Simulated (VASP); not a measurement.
The system is Be2ZnTe2Se.

```
CELL_PARAMETERS angstrom
4.35392 0.00000 0.00000
0.00000 4.35392 0.00000
0.00000 0.00000 6.97605
ATOMIC_POSITIONS crystal
Be 0.50000 0.00000 0.99462
Be 0.00000 0.50000 0.99462
Zn 0.00000 0.00000 0.69730
Te 0.50000 0.50000 0.82875
Te 0.00000 0.00000 0.16438
Se 0.50000 0.50000 0.32032
```

The cell was generated, and may not be a known phase.

```yaml
Program: VASP 6.6.1
Task: relaxation of cell and atoms
Functional: PBE
Potentials_or_basis: VASP PAW PBE potentials, release 64 (Be, Zn, Te, Se)
Cutoff: 600 eV
k_mesh: 4 × 4 × 4
Occupations: gaussian, width 0.1 eV
Spin: no spin polarisation
```

At the start: pressure 3.4 GPa; volume 22.04 Å³/atom.

Problem. How do energy, volume and symmetry change on relaxing?

Solution. Over 68 steps the energy falls by 196.1 meV/atom and the volume is 22.64 Å³/atom (+2.7 %); space group P4mm (No. 99, to 0.1 Å) before and after.

The path:
| step | energy change (eV) | largest force (eV/Å) | pressure (GPa) | volume (Å³) |
| --- | --- | --- | --- | --- |
| 1 | 0.0000 | 1.8173 | 3.36 | 132.24 |
| 3 | -0.2376 | 0.7104 | -1.54 | 142.36 |
| 5 | -0.4232 | 0.2188 | 0.12 | 130.83 |
| 7 | -0.4376 | 0.2654 | -0.18 | 130.61 |
| 9 | -0.4725 | 0.5670 | -1.04 | 130.83 |
| 11 | -0.5018 | 0.7850 | -0.53 | 129.14 |
| 13 | -0.5055 | 0.8314 | -0.34 | 128.70 |
| 15 | -0.5235 | 0.8142 | 0.11 | 127.86 |
| 17 | -0.5480 | 2.2837 | 3.62 | 123.56 |
| 19 | -0.5906 | 1.6314 | 2.34 | 124.77 |
| 21 | -0.6385 | 1.7742 | 2.62 | 125.12 |
| 23 | -0.7393 | 1.4793 | 2.23 | 127.23 |
| 25 | -0.8428 | 0.3912 | -0.02 | 132.42 |
| 27 | -0.8631 | 0.2455 | 0.01 | 131.73 |
| 29 | -0.8706 | 0.1663 | 0.10 | 130.97 |
| 31 | -0.8876 | 0.2767 | 0.13 | 131.28 |
| 33 | -0.8913 | 0.4745 | 0.21 | 131.49 |
| 35 | -0.9022 | 0.5036 | 0.17 | 131.79 |
| 37 | -0.9571 | 0.5810 | -0.03 | 133.16 |
| 39 | -1.0386 | 0.5010 | -0.14 | 135.27 |
| 41 | -1.0701 | 0.2998 | 0.07 | 135.99 |
| 43 | -1.0815 | 0.1746 | -0.30 | 136.39 |
| 45 | -1.0927 | 0.2143 | 0.40 | 134.18 |
| 47 | -1.1072 | 0.1841 | -0.42 | 136.25 |
| 49 | -1.1243 | 0.1168 | -0.30 | 135.79 |
| 51 | -1.1393 | 0.2571 | 0.02 | 134.81 |
| 53 | -1.1511 | 0.1358 | -0.05 | 134.04 |
| 55 | -1.1557 | 0.0698 | 0.09 | 133.64 |
| 57 | -1.1578 | 0.0932 | -0.08 | 134.16 |
| 59 | -1.1604 | 0.0846 | 0.23 | 133.70 |
| 61 | -1.1644 | 0.0810 | 0.08 | 134.39 |
| 63 | -1.1699 | 0.1464 | -0.12 | 135.49 |
| 65 | -1.1745 | 0.0921 | -0.05 | 135.72 |
| 67 | -1.1758 | 0.0728 | 0.07 | 135.55 |
| 68 | -1.1765 | 0.0377 | 0.00 | 135.84 |

Final structure:
```cif
data_structure
_symmetry_space_group_name_H-M 'P 1'
_symmetry_Int_Tables_number 1
_cell_length_a 4.8547
_cell_length_b 4.8547
_cell_length_c 5.7640
_cell_angle_alpha 90.000
_cell_angle_beta 90.000
_cell_angle_gamma 90.000
_cell_volume 135.84
loop_
_atom_site_label
_atom_site_type_symbol
_atom_site_fract_x
_atom_site_fract_y
_atom_site_fract_z
_atom_site_occupancy
Be1 Be 0.50000 0.00000 0.09898 1
Be2 Be 0.00000 0.50000 0.09898 1
Zn1 Zn 0.00000 0.00000 0.67201 1
Te1 Te 0.50000 0.50000 0.72941 1
Te2 Te 0.00000 0.00000 0.17529 1
Se1 Se 0.50000 0.50000 0.22533 1
```

Caveat: the k points lie up to 0.32 Å⁻¹ apart in the final cell, too coarse for converged energies and pressures of a metal; a cell axis changed by over 15 % at a fixed basis, so the end point is rough.
